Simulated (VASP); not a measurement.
# Ca (Fm-3m) in VASP: a series of runs

Runs on Ca. Level: PBEsol. Tasks: single point, relaxation of volume and atoms at fixed shape.

All numbers are computed with VASP 6.6.1; they aren't measurements. Logs are shortened: lines on timing, memory, paths and dates and some standing lists are left out, and cuts for length are marked.

## 1. The cell of the first run

Symmetry: Fm-3m, No. 225, cubic system. Conventional cell: a = 5.455 Å, b = 5.455 Å, c = 5.455 Å, α = 90.00°, β = 90.00°, γ = 90.00°. Ca (site symmetry m-3m) has 12 Ca at 3.86 Å within 5.1 Å.

## 2. Single point, PBEsol

File INCAR:

```
PREC = Accurate ; ENCUT = 520
EDIFF = 1E-6 ; ISMEAR = -1
SIGMA = 0.1 ; LREAL = False
LASPH = True ; NELM = 100
ALGO = Normal ; ISIF = 2
LWAVE = False ; LCHARG = True
GGA = PS ; LELF = True
LVHAR = True ; NBANDS = 11
```

File KPOINTS:

```
regular mesh
0
Gamma
  6 6 6
```

File POSCAR:

```
Ca
1.0
    0.0000000000      2.7276690650      2.7276690650
    2.7276690650      0.0000000000      2.7276690650
    2.7276690650      2.7276690650      0.0000000000
Ca
1
Direct
    0.0000000000      0.0000000000      0.0000000000
```

Potentials or basis: VASP PAW PBE potentials, release 64 (Ca_sv).

Started as:

```
> cat potpaw_PBE.64/Ca_sv/POTCAR > POTCAR
> mpirun -np 1 vasp_std > vasp.out
```

OUTCAR:

```text
PREC = Accurate
   ENCUT = 520
   EDIFF = 1E-6
   ISMEAR = -1
   LREAL = False
   LASPH = True
   NELM = 100
   ISIF = 2
   GGA = PS

 ion  position               nearest neighbor table
   1  0.000  0.000  0.000-

  LATTYP: Found a face centered cubic cell.
 ALAT       =     5.4553381300

  Lattice vectors:

 A1 = (   0.0000000000,   2.7276690650,   2.7276690650)
 A2 = (   2.7276690650,   0.0000000000,   2.7276690650)
 A3 = (   2.7276690650,   2.7276690650,   0.0000000000)

Analysis of symmetry for initial positions (statically):
=====================================================================
 Subroutine PRICEL returns:
 Original cell was already a primitive cell.

 Routine SETGRP: Setting up the symmetry group for a
 face centered cubic supercell.

 Subroutine GETGRP returns: Found 48 space group operations
 (whereof 48 operations were pure point group operations)
 out of a pool of 48 trial point group operations.

The static configuration has the point symmetry O_h .

Analysis of symmetry for dynamics (positions and initial velocities):
=====================================================================
 Subroutine PRICEL returns:
 Original cell was already a primitive cell.

 Routine SETGRP: Setting up the symmetry group for a
 face centered cubic supercell.

 Subroutine GETGRP returns: Found 48 space group operations
 (whereof 48 operations were pure point group operations)
 out of a pool of 48 trial point group operations.

The dynamic configuration has the point symmetry O_h .

 Subroutine INISYM returns: Found 48 space group operations
 (whereof 48 operations are pure point group operations),
 and found     1 'primitive' translations

----------------------------------------------------------------------------------------

                                     Primitive cell

  volume of cell :      40.5887

  direct lattice vectors                    reciprocal lattice vectors
     0.000000000  2.727669065  2.727669065    -0.183306695  0.183306695  0.183306695
     2.727669065  0.000000000  2.727669065     0.183306695 -0.183306695  0.183306695
     2.727669065  2.727669065  0.000000000     0.183306695  0.183306695 -0.183306695

  length of vectors
     3.857506585  3.857506585  3.857506585     0.317496508  0.317496508  0.317496508

  position of ions in fractional coordinates (direct lattice)
     0.000000000  0.000000000  0.000000000

  ion indices of the primitive-cell ions
   primitive index   ion index
                 1           1

----------------------------------------------------------------------------------------

 KPOINTS: regular mesh

Automatic generation of k-mesh.
 Grid dimensions read from file:
 generate k-points for:    6    6    6

 Generating k-lattice:

  Cartesian coordinates                     Fractional coordinates (reciprocal lattice)
    -0.030551116  0.030551116  0.030551116     0.166666667  0.000000000  0.000000000
     0.030551116 -0.030551116  0.030551116     0.000000000  0.166666667  0.000000000
     0.030551116  0.030551116 -0.030551116     0.000000000  0.000000000  0.166666667

  Length of vectors
     0.052916085  0.052916085  0.052916085

  Shift w.r.t. Gamma in fractional coordinates (k-lattice)
     0.000000000  0.000000000  0.000000000

 Subroutine IBZKPT returns following result:
 ===========================================

 Found     16 irreducible k-points:

 Following reciprocal coordinates:
            Coordinates               Weight
  0.000000  0.000000  0.000000      1.000000
  0.166667  0.000000  0.000000      8.000000
  0.333333  0.000000  0.000000      8.000000
  0.500000  0.000000  0.000000      4.000000
  0.166667  0.166667  0.000000      6.000000
  0.333333  0.166667  0.000000     24.000000
[... 8 lines left out ...]
 -0.333333  0.333333  0.166667     24.000000
 -0.333333  0.500000  0.166667     12.000000
   k-points           NKPTS =     16   k-points in BZ     NKDIM =     16   number of bands    NBANDS=     11
   number of dos      NEDOS =    301   number of ions     NIONS =      1
   total plane-waves  NPLWV =  27000
   dimension x,y,z NGX =    30 NGY =   30 NGZ =   30
   dimension x,y,z NGXF=    60 NGYF=   60 NGZF=   60
   ions per type =               1
   NGX,Y,Z   is equivalent  to a cutoff of  12.93, 12.93, 12.93 a.u.
   NGXF,Y,Z  is equivalent  to a cutoff of  25.86, 25.86, 25.86 a.u.
 SYSTEM =  unknown system
   PREC   = accura    normal or accurate (medium, high low for compatibility)
   ISTART =      0    job   : 0-new  1-cont  2-samecut
   ICHARG =      2    charge: 1-file 2-atom 10-const
   ISPIN  =      1    spin polarized calculation?
   LNONCOLLINEAR =      F non collinear calculations
   LSORBIT =      F    spin-orbit coupling
   LASPH  =      T    aspherical Exc in radial PAW
   ENCUT  =  520.0 eV  38.22 Ry    6.18 a.u.   7.17  7.17  7.17*2*pi/ulx,y,z
   NELM   =    100;   NELMIN=  2; NELMDL= -5     # of ELM steps
   EDIFF  = 0.1E-05   stopping-criterion for ELM
   LREAL  =      F    real-space projection
   EDIFFG = 0.1E-04   stopping-criterion for IOM
   NSW    =      0    number of steps for IOM
   IBRION =     -1    ionic relax: 0-MD 1-quasi-New 2-CG
   NFREE  =      0    steps in history (QN), initial steepest desc. (CG)
   ISIF   =      2    stress and relaxation
   ISYM   =      2    0-nonsym 1-usesym 2-fastsym
   POTIM  = 0.5000    time-step for ionic-motion
   TEBEG  =    0.0;   TEEND  =   0.0 temperature during run
   PSTRESS=    0.0 pullay stress
   NELECT =      10.0000    total number of electrons
   NUPDOWN=      -1.0000    fix difference up-down
   EMIN   =  10.00;   EMAX   =-10.00  energy-range for DOS
   EFERMI =   0.00;   METHOD = LEGACY
   ISMEAR =    -1;   SIGMA  =   0.10  broadening in eV -4-tet -1-fermi 0-gaus
   EFERMI_NEDOS =   21; number of points for ismear=-14 and -15
   IALGO  =     38    algorithm
   IMIX   =      4    mixing-type and parameters
     AMIX     =   0.40;   BMIX     =  1.00
     AMIX_MAG =   1.60;   BMIX_MAG =  1.00
  volume/ion in A,a.u.               =      40.59       273.91
  Fermi-wavevector in a.u.,A,eV,Ry     =   1.026297  1.939421 14.330826  1.053286
  Thomas-Fermi vector in A             =   2.160183
   LORBIT       =      0    0 simple, 1 ext, 2 COOP (PROOUT), +10 PAW based schemes
   GGA     = PS    functional components
   LHFCALC =     F    Hartree Fock is set to
   AEXX    =    0.0000 exact exchange contribution
   IVDW    =     0    specifies the selected vdW correction
   LEPSILON=     F    determine dielectric tensor
   LRPA    =     F    only Hartree local field effects (RPA)
 non-spin polarized calculation
  energy-cutoff  :      520.00
  volume of cell :       40.59
 maximum number of plane-waves:      1113
 NGX is ok and might be reduce to    30
   NGX = 15   NGY = 15   NGZ = 15

 number of electron      10.0000002 magnetization

 Free energy of the ion-electron system (eV)
  ---------------------------------------------------
  ext. energy  EPLUGINS =         0.00000000
  ---------------------------------------------------
  free energy    TOTEN  =        -2.14190340 eV

  energy without entropy =       -2.08711271  energy(sigma->0) =       -2.11450806

 E-fermi :   2.0758     XC(G=0):  -7.9328

 val. band max:        2.0555198003   @ k =  -0.3333   0.3333   0.1667
 cond. band min:       2.1541516937   @ k =  -0.3333   0.3333   0.1667
 fundamental gap:      0.0986318934
 Fermi energy:         2.0758271884

 k-point     1 :       0.0000    0.0000    0.0000
  band No.  band energies     occupation
      1     -39.6882      2.00000
      2     -20.6761      2.00000
      3     -20.6761      2.00000
      4     -20.6761      2.00000
      5      -2.0565      2.00000
      6       4.4318      0.00000
      7       4.4318      0.00000
      8       4.4318      0.00000
      9       5.5642      0.00000
     10       5.5642      0.00000
     11      11.3420      0.00000

 k-point     2 :       0.1667    0.0000    0.0000
  band No.  band energies     occupation
      1     -39.6840      2.00000
      2     -20.7175      2.00000
      3     -20.6818      2.00000
      4     -20.6818      2.00000
      5      -1.5735      2.00000
      6       3.9489      0.00000
      7       4.5720      0.00000
      8       4.5720      0.00000
      9       5.4681      0.00000
     10       5.4681      0.00000
     11      11.0249      0.00000

 k-point     3 :       0.3333    0.0000    0.0000
  band No.  band energies     occupation
      1     -39.6756      2.00000
      2     -20.7989      2.00000
      3     -20.6929      2.00000
      4     -20.6929      2.00000
      5      -0.2773      2.00000
      6       2.9446      0.00034
      7       4.4639      0.00000
      8       4.4639      0.00000
      9       5.8627      0.00000
     10       5.8627      0.00000
     11       8.5672      0.00000

 k-point     4 :       0.5000    0.0000    0.0000
  band No.  band energies     occupation
      1     -39.6714      2.00000
      2     -20.8390      2.00000
      3     -20.6985      2.00000
      4     -20.6985      2.00000
      5       1.0292      1.99994
      6       1.9217      1.64719
      7       4.3125      0.00000
      8       4.3125      0.00000
      9       6.2899      0.00000
     10       6.2899      0.00000
     11       7.4835      0.00000
[... 127 lines left out ...]
 k-point    14 :       0.5000    0.3333    0.1667
  band No.  band energies     occupation
      1     -39.6700      2.00000
      2     -20.7974      2.00000
      3     -20.7421      2.00000
      4     -20.7125      2.00000
      5       0.7477      2.00000
      6       2.9089      0.00048
      7       3.4116      0.00000
      8       5.0868      0.00000
      9       5.6547      0.00000
     10       6.5632      0.00000
     11       8.5193      0.00000

 k-point    15 :      -0.3333    0.3333    0.1667
  band No.  band energies     occupation
      1     -39.6672      2.00000
      2     -20.8024      2.00000
      3     -20.7617      2.00000
      4     -20.7217      2.00000
      5       2.0555      1.10119
      6       2.1542      0.62724
      7       3.1960      0.00003
      8       4.8927      0.00000
      9       6.0989      0.00000
     10       7.0115      0.00000
     11       7.1354      0.00000

 k-point    16 :      -0.3333    0.5000    0.1667
  band No.  band energies     occupation
      1     -39.6659      2.00000
      2     -20.8061      2.00000
      3     -20.7591      2.00000
      4     -20.7366      2.00000
      5       2.0068      1.33202
      6       2.6574      0.00594
      7       2.8908      0.00058
      8       5.1182      0.00000
      9       6.4842      0.00000
     10       6.9960      0.00000
     11       7.5797      0.00000

------------------------ aborting loop because EDIFF is reached ----------------------------------------

  FORCE on cell =-STRESS in cart. coord.  units (eV):
  Direction    XX          YY          ZZ          XY          YZ          ZX
  --------------------------------------------------------------------------------------
  -------------------------------------------------------------------------------------
  Total       -0.0006698     -0.0006698     -0.0006698      0.0000000      0.0000000      0.0000000
  in kB       -0.0264389     -0.0264389     -0.0264389      0.0000000      0.0000000      0.0000000
  external PRESSURE =      -0.0264389 kB  Pullay stress =       0.0000000 kB

 VOLUME and BASIS-vectors are now :
 -----------------------------------------------------------------------------
  energy-cutoff  :      520.00
  volume of cell :       40.59
      direct lattice vectors                 reciprocal lattice vectors
     0.000000000  2.727669065  2.727669065    -0.183306695  0.183306695  0.183306695
     2.727669065  0.000000000  2.727669065     0.183306695 -0.183306695  0.183306695
     2.727669065  2.727669065  0.000000000     0.183306695  0.183306695 -0.183306695

 POSITION                                       TOTAL-FORCE (eV/Angst)
 -----------------------------------------------------------------------------------
      0.00000      0.00000      0.00000        -0.000000     -0.000000      0.000000
 -----------------------------------------------------------------------------------
    total drift:                               -0.000000     -0.000000      0.000000

  FREE ENERGIE OF THE ION-ELECTRON SYSTEM (eV)
  ---------------------------------------------------
  free  energy   TOTEN  =        -2.1419034021 eV

  energy  without entropy=       -2.0871127085  energy(sigma->0) =       -2.11450806
```

It took 4.2 s on 1 thread of Intel Xeon 6975P-C (Granite Rapids), shared host; peak memory 0.16 GiB.

Results:

| Item | Value |
| --- | --- |
| Free energy | -2.1419 eV |
| Pressure | 0.0 GPa |
| Band gap on the k mesh | zero (band 5 reaches 2.06 eV, above the bottom of band 6 at 1.92 eV) |

Caveat: the PAW data sets were made with another functional, which shifts forces and pressure a little.

## 3. Relaxation of volume and atoms at fixed shape, PBEsol

This run uses another cell than the first one, of 43.63 Å³/atom, 1.075 times its volume.

File INCAR:

```
SYSTEM = Ca
PREC = Accurate
ENCUT = 600
EDIFF = 1E-6
ISMEAR = -1
SIGMA = 0.1
LREAL = .FALSE.
LASPH = .TRUE.
NELM = 80
ALGO = Normal
ISIF = 8
LWAVE = .FALSE.
LCHARG = .FALSE.
GGA = PS
IBRION = 2
NSW = 80
EDIFFG = -0.03
```

File KPOINTS:

```
Automatic mesh
0
G
  6 6 6
  0 0 0
```

File POSCAR:

```
Ca
1.0
    0.0000000000      2.7942000000      2.7942000000
    2.7942000000      0.0000000000      2.7942000000
    2.7942000000      2.7942000000      0.0000000000
Ca
1
Direct
    0.0000000000      0.0000000000      0.0000000000
```

Potentials or basis: VASP PAW PBE potentials, release 64 (Ca_sv).

Started as:

```
> cat potpaw_PBE.64/Ca_sv/POTCAR > POTCAR
> mpirun -np 1 vasp_std > vasp.out
```

Run time: 8.4 s. Hardware: 1 thread of Intel Xeon 6975P-C (Granite Rapids), shared host; peak memory 0.19 GiB.

Results (log left out):

| Property | Result |
| --- | --- |
| Free energy | -2.1422 eV |
| Relaxed volume | 40.62 Å³/atom |
| Relaxed cell | a = 3.859 Å, b = 3.859 Å, c = 3.859 Å, α = 60.00°, β = 60.00°, γ = 60.00° |
| Space group after relaxing (to 0.05 Å) | Fm-3m (No. 225) |
| Energy gained by relaxing | 10.9 meV/atom |
| Ionic steps | 3 |
| Pressure after relaxing | 0.0 GPa |
| Band gap on the k mesh | zero (band 5 reaches 2.05 eV, above the bottom of band 6 at 1.92 eV) |

The path:
| step | energy change (eV) | largest force (eV/Å) | pressure (GPa) | volume (Å³) |
| --- | --- | --- | --- | --- |
| 1 | 0.0000 | 0.0000 | -1.14 | 43.63 |
| 2 | -0.0095 | 0.0000 | -0.43 | 41.70 |
| 3 | -0.0109 | 0.0000 | 0.02 | 40.62 |

Final structure:
```xyz
1
Lattice="0.0000 2.7284 2.7284 2.7284 0.0000 2.7284 2.7284 2.7284 0.0000" Properties=species:S:1:pos:R:3 pbc="T T T"
Ca    0.0000    0.0000    0.0000
```

Levels at points of the mesh, in eV from the Fermi level:
| k point | band 1 | band 2 | band 3 | band 4 | band 5 | band 6 | band 7 | band 8 | band 9 |
| --- | --- | --- | --- | --- | --- | --- | --- | --- | --- |
| (0.00, 0.00, 0.00) | -41.77 | -22.75 | -22.75 | -22.75 | -4.13 | 2.35 | 2.35 | 2.35 | 3.49 |
| (0.50, 0.00, 0.00) | -41.75 | -22.92 | -22.78 | -22.78 | -1.05 | -0.15 | 2.24 | 2.24 | 4.21 |
| (0.50, 0.50, 0.00) | -41.74 | -22.91 | -22.81 | -22.81 | -0.53 | 0.52 | 1.01 | 4.21 | 4.40 |

Caveat: the PAW data sets were made with another functional, which shifts forces and pressure a little.
